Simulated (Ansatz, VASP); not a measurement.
One calculation of HgS, two programs

```
Hg S
1.0
     4.23662    0.00000    0.00000
     0.00000    5.99149    0.00000
     0.00000    0.00000   23.47325
Hg S
5 5
Direct
  0.50000 0.50000 0.31951
  0.00000 0.00000 0.40976
  0.50000 0.50000 0.50000
  0.00000 0.00000 0.59024
  0.50000 0.50000 0.68049
  0.00000 0.25000 0.31951
  0.50000 0.75000 0.40976
  0.00000 0.25000 0.50000
  0.50000 0.75000 0.59024
  0.00000 0.25000 0.68049
```

Alike in both runs: task single point; functional PBE; k mesh 8 × 6 × 1; occupations gaussian, width 0.1 eV; no spin polarisation.

|  | VASP | Ansatz |
| --- | --- | --- |
| version | VASP 6.6.1 | Ansatz 0.2.0 |
| potentials or method | VASP PAW PBE potentials, release 64 (Hg, S), cutoff 400 eV | scalar-relativistic, plane waves, PAW |
| valence electrons in the cell | 90 | 130 |

```csv
,VASP,Ansatz,Ansatz less VASP
gap on the k mesh at the Fermi level (eV),0.25,0.25,+0.001
least direct gap on the mesh (eV),0.25,0.25,+0.001
rms of the force components (eV/Å),0.409,0.410,+0.0012
```

With one functional, cell and mesh, what is left measures potentials, basis and numerics. VASP's potentials hold 90 valence electrons a cell and Ansatz's 130, so a difference there can come from the potentials and not from the codes.

Spin-orbit coupling is off throughout.
